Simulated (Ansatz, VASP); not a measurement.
**Two plane-wave programs on W**

INCAR

```
SYSTEM = W
ALGO     = Normal         ! electronic algorithm
EDIFF    = 1E-6           ! SCF threshold, eV
EDIFFG   = -0.01          ! ionic threshold
ENCUT    = 600            ! plane-wave cutoff, eV
GGA      = CA             ! functional
IBRION   = 2              ! ionic algorithm
ISIF     = 3              ! what is computed and relaxed
ISMEAR   = -1             ! smearing method
LASPH    = .True.         ! aspherical terms in the spheres
LCHARG   = .False.        ! write CHGCAR
LREAL    = .False.        ! projectors in reciprocal space
LWAVE    = .False.        ! write WAVECAR
NELM     = 80             ! most SCF steps
NSW      = 80             ! ionic steps
PREC     = Accurate       ! precision mode
SIGMA    = 0.1            ! smearing width, eV
```

The input KPOINTS:

```
k-points
0
Gamma
  8 8 11
  0 0 0
```

POSCAR

```
W
1.0
    4.4740055658      0.0000000000      0.0000000000
   -2.2370027829      3.8746024767      0.0000000000
    0.0000000000      0.0000000000      2.7425654118
W
3
Direct
    0.0000000000      0.0000000000      0.0000000000
    0.3333333333      0.6666666667      0.5000000000
    0.6666666667      0.3333333333      0.5000000000
```

Input for Ansatz:

```yaml
crystal:
  lattice:
    - [4.4740055658, 0.0, 0.0]
    - [-2.2370027829, 3.8746024767, 0.0]
    - [0.0, 0.0, 2.7425654118]
  atoms:
    - { symbol: W, position: [0.0, 0.0, 0.0] }
    - { symbol: W, position: [0.3333333333, 0.6666666667, 0.5] }
    - { symbol: W, position: [0.6666666667, 0.3333333333, 0.5] }
hamiltonian:
  xc: lda
  pseudopotentials:
    kind: paw
    azcp:
      W: "pseudopotentials/W.paw.azcp"
basis:
  ecutwfc: 420
  fft_grid_basis: typed
kpoints:
  mp_grid: { grid: [8, 8, 11], shift: [0, 0, 0] }
magnetization:
  spin_polarized: false
scf:
  occupations: { method: fermi_dirac, width: 0.1 }
relax:
  max_steps: 60
  f_tol: 0.01
  cell: {}
output:
  write_density: true
  write_potential: true
  elf: true
  volumetric_format: npy
```

Alike in both runs: task relaxation of cell and atoms; functional LDA; k mesh 8 × 8 × 11; occupations fermi-dirac, width 0.1 eV; no spin polarisation.

|  | VASP | Ansatz |
| --- | --- | --- |
| version | VASP 6.6.1 | Ansatz 0.2.0 |
| potentials or method | VASP PAW LDA potentials, release 64 (W_sv), cutoff 600 eV | plane waves (420 eV) with PAW, scalar-relativistic |
| valence electrons in the cell | 42 | 42 |

|  | VASP | Ansatz | Ansatz less VASP |
| --- | --- | --- | --- |
| relaxed volume (Å³/atom) | 15.86 | 15.76 | -0.098 |
| relaxed cell length with the largest relative difference (Å) | 2.573 | 2.566 | -0.0072 |

Ansatz warns that its potentials were made for another functional, while VASP's fit it. LDA's correlation is that of Perdew and Zunger in VASP and of Perdew and Wang (1992) in Ansatz.

Neither program's run includes spin-orbit coupling.
